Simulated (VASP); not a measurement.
Here is a VASP 6.6.1 calculation.

File POSCAR:

```
C
1.0
    3.4170282122      0.0000000000      0.0000000000
   -1.7085141061      2.9592332372      0.0000000000
    0.0000000000      0.0000000000      1.2758841250
C
1
Direct
    0.0000000000      0.0000000000      0.0000000000
```

INCAR.step1

```
SYSTEM = C
  PREC = Accurate
  ENCUT = 600
  ISMEAR = 0
  SIGMA = 0.1
  LREAL = .FALSE.
  LASPH = .TRUE.
  NELM = 100
  GGA = PE
  ALGO = Normal
  EDIFF = 1E-4
  LWAVE = .TRUE.
  LCHARG = .FALSE.
```

File INCAR.step2:

```
SYSTEM = C
  PREC = Accurate
  ENCUT = 600
  EDIFF = 1E-7
  ISMEAR = 0
  SIGMA = 0.1
  LREAL = .FALSE.
  LASPH = .TRUE.
  NELM = 100
  ALGO = Normal
  ISIF = 3
  LWAVE = .FALSE.
  LCHARG = .FALSE.
  METAGGA = R2SCAN
  LMIXTAU = .TRUE.
  IBRION = 2
  NSW = 100
  EDIFFG = -0.01
  ISTART = 1
```

The input KPOINTS:

```
regular mesh
0
G
  18 18 42
  0 0 0
```

Potentials or basis: VASP PAW PBE potentials, release 64 (C).

Launch:

```bash
$ cat potpaw_PBE.64/C/POTCAR > POTCAR
$ cp INCAR.step1 INCAR
$ mpirun -np 1 vasp_std > vasp.out
$ cp INCAR.step2 INCAR
$ mpirun -np 1 vasp_std > vasp.out
```

Task: Predict the relaxed volume.

Result: 14.04 Å³/atom.

Task: What does it give for the space group after relaxing (to 0.05 Å)?

Result: P6/mmm (No. 191).

Task: Predict the relaxed cell.

Result: a = 3.567 Å, b = 3.567 Å, c = 1.275 Å, α = 90.00°, β = 90.00°, γ = 120.00°.

Task: What does it give for the band gap on the k mesh?

Result: Zero (band 2 reaches 10.20 eV, above the bottom of band 3 at -5.68 eV).

Final structure:
```
C
1.0
     3.56667    0.00000    0.00000
    -1.78333    3.08882    0.00000
     0.00000    0.00000    1.27482
C
1
Direct
  0.00000 0.00000 0.00000
```

Caveat: the PAW data sets were made with another functional, which shifts forces and pressure a little.
